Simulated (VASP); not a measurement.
Wanted: the native input for a VASP 6.6.1 run.

- Task: single point
- Functional: LDA
- Potentials or basis: VASP PAW LDA potentials, release 64 (Zr_sv)
- Cutoff: 520 eV
- k mesh: 15 × 15 × 14
- Occupations: fermi-dirac, width 0.1 eV
- Spin: no spin polarisation
- Dipole correction: no
- Further INCAR settings: ALGO = Normal; EDIFF = 1e-06; NBANDS = 12

The structure of Zr lies in POSCAR:

```
Zr
1.0
    2.8338093533      0.0000000000      0.0000000000
   -1.4169046767      2.4541508895      0.0000000000
    0.0000000000      0.0000000000      2.7917481553
Zr
1
Direct
    0.0000000000      0.0000000000      0.0000000000
```

These files were run (other wordings do the same):

INCAR

```
SYSTEM = Zr
PREC     = Accurate       ! precision mode
ENCUT    = 520            ! plane-wave cutoff, eV
EDIFF    = 1E-6           ! SCF threshold, eV
ISMEAR   = -1             ! smearing method
SIGMA    = 0.1            ! smearing width, eV
LREAL    = .False.        ! projectors in reciprocal space
LASPH    = .True.         ! aspherical terms in the spheres
NELM     = 80             ! most SCF steps
ALGO     = Normal         ! electronic algorithm
ISIF     = 2              ! what is computed and relaxed
LWAVE    = .False.        ! write WAVECAR
LCHARG   = .False.        ! write CHGCAR
GGA      = CA             ! functional
NBANDS   = 12             ! bands
```

KPOINTS

```
Automatic mesh
0
Gamma
  15 15 14
  0 0 0
```

Potentials or basis: VASP PAW LDA potentials, release 64 (Zr_sv).

The run is started by

```bash
$ cat potpaw_LDA.64/Zr_sv/POTCAR > POTCAR
$ mpirun -np 1 vasp_std > vasp.out
```

Results of the run:

```json
{
 "Pressure": "15.2 GPa",
 "Band gap on the k mesh": "zero (band 6 reaches 11.32 eV, above the bottom of band 7 at 10.15 eV)"
}
```

It took 12 s on 1 thread of Intel(R) Xeon(R) 6975P-C (Granite Rapids), on a shared host, peak memory 0.16 GiB.
